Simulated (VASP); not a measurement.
# HfO2 (R-3m) in VASP: notebook, part 2 of 2

VASP 6.6.1. The steps go on from the part before.

## Step 3: Single point, PBE

This run uses another cell than the first one, of the same volume but with other edges.

INCAR reads:

```
SYSTEM = HfO2
  PREC = Accurate
  ENCUT = 520
  EDIFF = 1E-6
  ISMEAR = 0
  SIGMA = 0.05
  LREAL = .FALSE.
  LASPH = .TRUE.
  NELM = 100
  ALGO = Normal
  ISIF = 2
  LWAVE = .FALSE.
  LCHARG = .FALSE.
  GGA = PE
  NBANDS = 18
```

KPOINTS reads:

```
regular mesh
0
G
  8 8 8
  0 0 0
```

POSCAR reads:

```
HfO2
1.0
   -0.1954471733      2.3852813472      2.3852813472
    2.3852813472     -0.1954471733      2.3852813472
    2.3852813472      2.3852813472     -0.1954471733
Hf O
1 2
Direct
    0.0000000000      0.0000000000      0.0000000000
    0.2500000000      0.2500000000      0.2500000000
    0.7500000000      0.7500000000      0.7500000000
```

Potentials or basis: VASP PAW PBE potentials, release 64 (Hf_pv, O).

Command:

```
cat potpaw_PBE.64/Hf_pv/POTCAR potpaw_PBE.64/O/POTCAR > POTCAR
mpirun -np 1 vasp_std > vasp.out
```

It took 32 s on 1 thread of AMD EPYC 7R13 (Zen 3), shared host; peak memory 0.15 GiB.

The run converged. Its results:

- Free energy: -29.8011 eV
- Pressure: 26.4 GPa
- Largest force: 2.280 eV/Å
- Band gap on the k mesh: 4.14 eV, direct

Forces on the atoms (eV/Å):
```
Hf   0.000  0.000  0.000
O    1.316  1.316  1.316
O   -1.316 -1.316 -1.316
```

Stress tensor (GPa, compression positive):
```
26.37 15.62 15.62
15.62 26.37 15.62
15.62 15.62 26.37
```

Levels at points of the mesh, in eV from the valence-band top:
```tsv
k point	band 9	band 10	band 11	band 12	band 13	band 14
(0.00, 0.00, 0.00)	-0.61	-0.61	-0.57	4.20	4.20	6.37
(0.50, 0.00, 0.00)	-2.93	-2.06	-1.47	4.51	5.41	7.27
(0.50, 0.50, 0.00)	-2.20	-1.19	0.00	4.14	6.14	6.87
(0.50, 0.50, 0.50)	-2.48	-2.04	-2.04	5.36	5.36	8.85
```

Caveat: spin-orbit coupling is left out, which moves the levels of the heavy elements; forces of over 1 eV/Å act on the atoms, so gaps and moduli don't describe the material at rest. A k mesh can miss the band edges.

## Step 4: Single point, PBE

INCAR reads:

```
SYSTEM = HfO2
PREC = Accurate ; ENCUT = 520
EDIFF = 1E-7 ; ISMEAR = 0
SIGMA = 0.05 ; LREAL = .False.
LASPH = .True. ; NELM = 80
ALGO = Normal ; ISIF = 2
LWAVE = .False. ; LCHARG = .True.
GGA = PE ; LELF = .True.
LVHAR = .True. ; NBANDS = 18
```

KPOINTS reads:

```
Automatic mesh
0
Gamma
  8 8 8
  0 0 0
```

POSCAR reads:

```
HfO2
1.0
    0.1346738921      2.5481845041      2.5481845041
    2.5481845041      0.1346738921      2.5481845041
    2.5481845041      2.5481845041      0.1346738921
Hf O
1 2
Direct
    0.0000000000      0.0000000000      0.0000000000
    0.2500000000      0.2500000000      0.2500000000
    0.7500000000      0.7500000000      0.7500000000
```

Potentials or basis: VASP PAW PBE potentials, release 64 (Hf_pv, O).

Command:

```
cat potpaw_PBE.64/Hf_pv/POTCAR potpaw_PBE.64/O/POTCAR > POTCAR
mpirun -np 1 vasp_std > vasp.out
```

OUTCAR:

```text
SYSTEM = HfO2
   PREC = Accurate
   ENCUT = 520
   EDIFF = 1E-7
   ISMEAR = 0
   LREAL = .False.
   LASPH = .True.
   NELM = 80
   ISIF = 2
   GGA = PE

 ion  position               nearest neighbor table
   1  0.000  0.000  0.000-   3 2.11   3 2.11   3 2.11   2 2.11   2 2.11   2 2.11   3 2.27   2 2.27

   2  0.250  0.250  0.250-   1 2.11   1 2.11   1 2.11   1 2.27
   3  0.750  0.750  0.750-   1 2.11   1 2.11   1 2.11   1 2.27

  LATTYP: Found a trigonal (rhomboedric) cell.
 ALAT       =     3.6061926725
 COS(alpha) =     0.5520798785

  Lattice vectors:

 A1 = (   0.1346738921,   2.5481845041,   2.5481845041)
 A2 = (   2.5481845041,   0.1346738921,   2.5481845041)
 A3 = (   2.5481845041,   2.5481845041,   0.1346738921)

Analysis of symmetry for initial positions (statically):
=====================================================================
 Subroutine PRICEL returns:
 Original cell was already a primitive cell.

 Routine SETGRP: Setting up the symmetry group for a
 trigonal (rhombohedral) supercell.

 Subroutine GETGRP returns: Found 12 space group operations
 (whereof 12 operations were pure point group operations)
[... 167 lines left out ...]

 val. band max:        4.8209625766   @ k =   0.5000   0.5000   0.0000
 cond. band min:       8.8668561142   @ k =   0.5000   0.5000   0.0000
 fundamental gap:      4.0458935376
 Fermi energy:         5.0779777624

 k-point     1 :       0.0000    0.0000    0.0000
  band No.  band energies     occupation
      1     -24.5570      2.00000
      2     -24.4926      2.00000
      3     -24.4926      2.00000
      4     -14.3156      2.00000
      5     -10.9249      2.00000
      6      -1.0470      2.00000
[... 481 lines left out ...]
      5     -11.6622      2.00000
      6      -0.5032      2.00000
[... 10 lines left out ...]
     17      15.6389      0.00000
     18      18.6407      0.00000

 [... further k-points ...]

------------------------ aborting loop because EDIFF is reached ----------------------------------------

  FORCE on cell =-STRESS in cart. coord.  units (eV):
  Direction    XX          YY          ZZ          XY          YZ          ZX
  --------------------------------------------------------------------------------------
  -------------------------------------------------------------------------------------
  Total        4.2210739      4.2210739      4.2210739     -1.0863832     -1.0863832     -1.0863832
  in kB      221.9457470    221.9457470    221.9457470    -57.1224605    -57.1224605    -57.1224605
  external PRESSURE =     221.9457470 kB  Pullay stress =       0.0000000 kB

 VOLUME and BASIS-vectors are now :
 -----------------------------------------------------------------------------
  energy-cutoff  :      520.00
  volume of cell :       30.47
      direct lattice vectors                 reciprocal lattice vectors
     0.134673892  2.548184504  2.548184504    -0.212500647  0.201833558  0.201833558
     2.548184504  0.134673892  2.548184504     0.201833558 -0.212500647  0.201833558
     2.548184504  2.548184504  0.134673892     0.201833558  0.201833558 -0.212500647

 POSITION                                       TOTAL-FORCE (eV/Angst)
 -----------------------------------------------------------------------------------
      0.00000      0.00000      0.00000         0.000000      0.000000     -0.000000
      1.30776      1.30776      1.30776        -0.446218     -0.446218     -0.446218
      3.92328      3.92328      3.92328         0.446218      0.446218      0.446218
 -----------------------------------------------------------------------------------
    total drift:                                0.000000      0.000000      0.000000

  FREE ENERGIE OF THE ION-ELECTRON SYSTEM (eV)
  ---------------------------------------------------
  free  energy   TOTEN  =       -30.0238259243 eV

  energy  without entropy=      -30.0238259243  energy(sigma->0) =      -30.02382592
```

OSZICAR:

```text
N       E                     dE             d eps       ncg     rms          rms(c)
DAV:   1     0.902929297174E+02    0.90293E+02   -0.12692E+04  2340   0.122E+03
DAV:   2    -0.318879655355E+02   -0.12218E+03   -0.11817E+03  2980   0.292E+02
DAV:   3    -0.356666507299E+02   -0.37787E+01   -0.37651E+01  2750   0.451E+01
DAV:   4    -0.356855818499E+02   -0.18931E-01   -0.18927E-01  2840   0.357E+00
DAV:   5    -0.356856914213E+02   -0.10957E-03   -0.10957E-03  2666   0.256E-01    0.569E+01
DAV:   6    -0.301150369043E+02    0.55707E+01   -0.18975E+01  2390   0.330E+01    0.470E+01
DAV:   7    -0.300472872239E+02    0.67750E-01   -0.63428E-01  2698   0.664E+00    0.304E+01
DAV:   8    -0.300372016143E+02    0.10086E-01   -0.17336E-01  2556   0.395E+00    0.832E+00
DAV:   9    -0.300237853788E+02    0.13416E-01   -0.48222E-02  2524   0.177E+00    0.256E+00
DAV:  10    -0.300237604711E+02    0.24908E-04   -0.27312E-03  2728   0.413E-01    0.258E-01
DAV:  11    -0.300238188608E+02   -0.58390E-04   -0.14613E-04  2756   0.109E-01    0.193E-01
DAV:  12    -0.300238248880E+02   -0.60273E-05   -0.27995E-05  2586   0.367E-02    0.191E-02
DAV:  13    -0.300238257541E+02   -0.86607E-06   -0.17434E-06  2772   0.104E-02    0.208E-03
DAV:  14    -0.300238259816E+02   -0.22751E-06   -0.11454E-07  2518   0.247E-03    0.689E-03
DAV:  15    -0.300238259243E+02    0.57286E-07   -0.88859E-09  1750   0.713E-04
   1 F= -.30023826E+02 E0= -.30023826E+02  d E =-.553355E-15
```

It took 37 s on 1 thread of AMD EPYC 7R13 (Zen 3), shared host; peak memory 0.15 GiB.

What came out:

```
Free energy            : -30.0238 eV
Pressure               : 22.2 GPa
Largest force          : 0.773 eV/Å
Band gap on the k mesh : 4.05 eV, direct
```

Forces in eV/Å, atoms in the order of the input:
```
Hf   0.000  0.000  0.000
O   -0.446 -0.446 -0.446
O    0.446  0.446  0.446
```

Levels at points of the mesh, in eV from the valence-band top:
```csv
k point,band 7,band 8,band 9,band 10,band 11,band 12,band 13,band 14,band 15,band 16
"(0.00, 0.00, 0.00)",-5.68,-5.68,-0.66,-0.66,-0.52,4.11,4.11,6.39,10.75,11.62
"(0.50, 0.00, 0.00)",-4.56,-3.28,-2.81,-2.01,-1.76,4.77,5.25,7.91,9.35,9.58
"(0.50, 0.50, 0.00)",-3.75,-3.35,-2.03,-1.26,0.00,4.05,5.98,6.85,8.75,9.41
"(0.50, 0.50, 0.50)",-4.76,-3.00,-2.81,-1.77,-1.77,4.76,4.76,6.76,9.42,10.58
```

Caveat: spin-orbit coupling is left out, which moves the levels of the heavy elements. A k mesh can miss the band edges.

## Step 5: Single point, PBE

This run uses another cell than the first one, of the same volume but with other edges.

INCAR reads:

```
SYSTEM = HfO2
PREC = Accurate
ENCUT = 520
EDIFF = 1E-6
ISMEAR = 0
SIGMA = 0.05
LREAL = .FALSE.
LASPH = .TRUE.
NELM = 80
ALGO = Normal
ISIF = 2
LWAVE = .FALSE.
LCHARG = .FALSE.
GGA = PE
NBANDS = 18
```

KPOINTS reads:

```
Automatic mesh
0
G
  8 8 8
  0 0 0
```

POSCAR reads:

```
HfO2
1.0
   -0.1310516268      2.4152882727      2.4152882727
    2.4152882727     -0.1310516268      2.4152882727
    2.4152882727      2.4152882727     -0.1310516268
Hf O
1 2
Direct
    0.0000000000      0.0000000000      0.0000000000
    0.2500000000      0.2500000000      0.2500000000
    0.7500000000      0.7500000000      0.7500000000
```

Command:

```
cat potpaw_PBE.64/Hf_pv/POTCAR potpaw_PBE.64/O/POTCAR > POTCAR
mpirun -np 1 vasp_std > vasp.out
```

It took 32 s on 1 thread of AMD EPYC 7R13 (Zen 3), shared host; peak memory 0.15 GiB.

The run converged. Its results:

- Free energy: -29.9890 eV
- Pressure: 22.7 GPa
- Largest force: 1.325 eV/Å
- Band gap on the k mesh: 4.05 eV, direct

Forces on the atoms (eV/Å):
```
Hf   0.000  0.000  0.000
O    0.765  0.765  0.765
O   -0.765 -0.765 -0.765
```

Stress tensor (GPa, compression positive):
```
22.67  9.17  9.17
 9.17 22.67  9.17
 9.17  9.17 22.67
```

Levels at points of the mesh, in eV from the valence-band top:
```tsv
k point	band 9	band 10	band 11	band 12	band 13	band 14
(0.00, 0.00, 0.00)	-0.63	-0.61	-0.61	4.11	4.11	6.38
(0.50, 0.00, 0.00)	-2.92	-2.01	-1.64	4.60	5.17	7.37
(0.50, 0.50, 0.00)	-2.01	-1.31	0.00	4.05	5.99	7.04
(0.50, 0.50, 0.50)	-2.64	-2.00	-2.00	5.14	5.14	8.50
```

Caveat: spin-orbit coupling is left out, which moves the levels of the heavy elements; forces of over 1 eV/Å act on the atoms, so gaps and moduli don't describe the material at rest.

## Step 6: Overview

| cell | gap on the mesh (eV) | pressure (GPa) | largest force (eV/Å) |
| --- | --- | --- | --- |
| a = 3.661 Å, angles 54.8°, 3 atoms | 4.11 | 24.8 | 1.01 |
| a = 3.379 Å, angles 65.4°, 3 atoms | 4.14 | 26.4 | 2.28 |
| a = 3.606 Å, angles 56.5°, 3 atoms | 4.05 | 22.2 | 0.77 |
| a = 3.418 Å, angles 63.6°, 3 atoms | 4.05 | 22.7 | 1.32 |

Alike in all rows: task single point; level PBE; potentials or basis VASP PAW PBE potentials, release 64 (Hf_pv, O); no spin polarisation; k mesh 8 × 8 × 8; cutoff (eV) 520; smearing gaussian 0.05 eV.

Caveats: spin-orbit coupling is left out, which moves the levels of the heavy elements; forces of over 1 eV/Å act on the atoms, so gaps and moduli don't describe the material at rest (some runs).

Absolute energies hang on the potentials; compare differences alone.
